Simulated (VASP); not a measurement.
Crystal: Nb2Te.

```
Nb Te
1.0
     1.85562    1.07134    5.60444
    -1.85562    1.07134    5.60444
     0.00000   -2.14268    5.60444
Nb Te
2 1
Direct
  0.75000 0.75000 0.75000
  0.25000 0.25000 0.25000
  0.00000 0.00000 0.00000
```

- Program: VASP 6.6.1
- Task: relaxation of cell and atoms
- Functional: PBE
- Potentials or basis: VASP PAW PBE potentials, release 64 (Nb_sv, Te)
- Cutoff: 600 eV
- k mesh: 6 × 6 × 6
- Occupations: gaussian, width 0.1 eV
- Spin: no spin polarisation

At the start: pressure 12.9 GPa; volume 22.28 Å³/atom.

Task: How do energy, volume and symmetry change on relaxing?

Result: Over 52 steps the energy falls by 933.3 meV/atom and the volume is 20.80 Å³/atom (-6.7 %); space group R-3m (No. 166, to 0.05 Å).

The path:
```
step  energy change (eV)  largest force (eV/Å)  pressure (GPa)  volume (Å³)
   1              0.0000                3.6583           12.85        66.85
   3             -0.5580                1.4482           -5.75        74.82
   5             -0.9731                1.6913           -2.76        70.29
   7             -1.4797                1.9938            7.59        62.95
   9             -1.5412                1.7301           15.70        59.79
  11             -1.6492                0.2066           16.47        59.70
  13             -1.9567                0.2331            4.83        64.41
  15             -1.9978                0.2821           -0.60        67.44
  17             -1.9981                0.2734            0.05        67.03
  19             -2.0026                0.1307            0.15        67.02
  21             -2.0030                0.6004            0.66        66.96
  23             -2.0089                0.2482            0.33        67.03
  25             -2.0271                0.4502           -0.34        67.37
  27             -2.1517                1.4616           -2.86        68.48
  29             -2.2346                2.6475           -4.84        69.53
  31             -2.2370                2.6522           -4.93        69.58
  33             -2.2439                2.6092           -5.30        69.80
  35             -2.2450                2.6010           -5.47        69.92
  37             -2.2664                2.5503           -5.40        69.75
  39             -2.3580                2.3225           -5.09        68.99
  41             -2.6418                1.3895           -3.28        66.00
  43             -2.7938                0.1314            1.27        61.98
  45             -2.7973                0.1108           -0.89        62.92
  47             -2.7986                0.0399           -0.20        62.60
  49             -2.7991                0.0603            0.14        62.28
  51             -2.7997                0.0519            0.00        62.41
  52             -2.7998                0.0271            0.04        62.40
```

Final structure:
```yaml
crystal:
  lattice:
    - [1.67673, 0.96806, 6.40710]
    - [-1.67673, 0.96806, 6.40710]
    - [0.00000, -1.93612, 6.40710]
  atoms:
    - { symbol: Nb, position: [0.78242, 0.78242, 0.78242] }
    - { symbol: Nb, position: [0.21758, 0.21758, 0.21758] }
    - { symbol: Te, position: [0.00000, 0.00000, 0.00000] }
```
